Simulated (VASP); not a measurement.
TiO2: single point with BLYP

Crystal: TiO2.

```xyz
6
Lattice="-1.9292 1.9292 4.8506 1.9292 -1.9292 4.8506 1.9292 1.9292 -4.8506" Properties=species:S:1:pos:R:3 pbc="T T T"
Ti    0.0000    1.9292    2.4253
Ti    0.0000    0.0000    0.0000
O     0.0000    0.0000    7.6824
O     0.0000    1.9292    0.4065
O     0.0000    1.9292    4.4441
O     0.0000    0.0000    2.0188
```

* Program: VASP 6.6.1
* Task: single point
* Functional: BLYP
* Potentials or basis: VASP PAW PBE potentials, release 64 (Ti_sv, O)
* Cutoff: 520 eV
* k mesh: 10 × 10 × 10
* Occupations: fermi-dirac, width 0.05 eV
* Spin: no spin polarisation

The pressure is -1.3 GPa, the largest force is 0.115 eV/Å and the band gap on the k mesh is 1.97 eV (least direct gap 2.29 eV).

Forces on the atoms (eV/Å):
```
Ti   0.000  0.000  0.000
Ti   0.000  0.000  0.000
O    0.000  0.000  0.115
O    0.000  0.000  0.115
O    0.000  0.000 -0.115
O    0.000  0.000 -0.115
```

Stress tensor (GPa, compression positive):
```
-1.71  0.00  0.00
 0.00 -1.71  0.00
 0.00  0.00 -0.54
```

Levels at points of the mesh, in eV from the valence-band top:
| k point | band 21 | band 22 | band 23 | band 24 | band 25 | band 26 | band 27 | band 28 |
| --- | --- | --- | --- | --- | --- | --- | --- | --- |
| (0.00, 0.00, 0.00) | -0.79 | -0.77 | -0.42 | -0.42 | 1.97 | 2.60 | 3.63 | 3.63 |
| (0.50, 0.00, 0.00) | -1.80 | -0.90 | -0.85 | -0.62 | 2.96 | 3.24 | 3.25 | 3.32 |
| (0.50, 0.50, 0.00) | -1.94 | -1.94 | -0.03 | -0.03 | 3.04 | 3.04 | 3.48 | 3.48 |
| (0.50, 0.50, 0.50) | -1.25 | -1.25 | -0.14 | -0.14 | 2.28 | 2.28 | 3.42 | 3.42 |

Wall time 15 min on 1 thread of AMD EPYC 7R13, with other jobs on the host, peak memory 0.35 GiB.

Caveat: the PAW data sets were made with another functional, which shifts forces and pressure a little. A hybrid or GW would open this gap; BLYP tends to underestimate it.
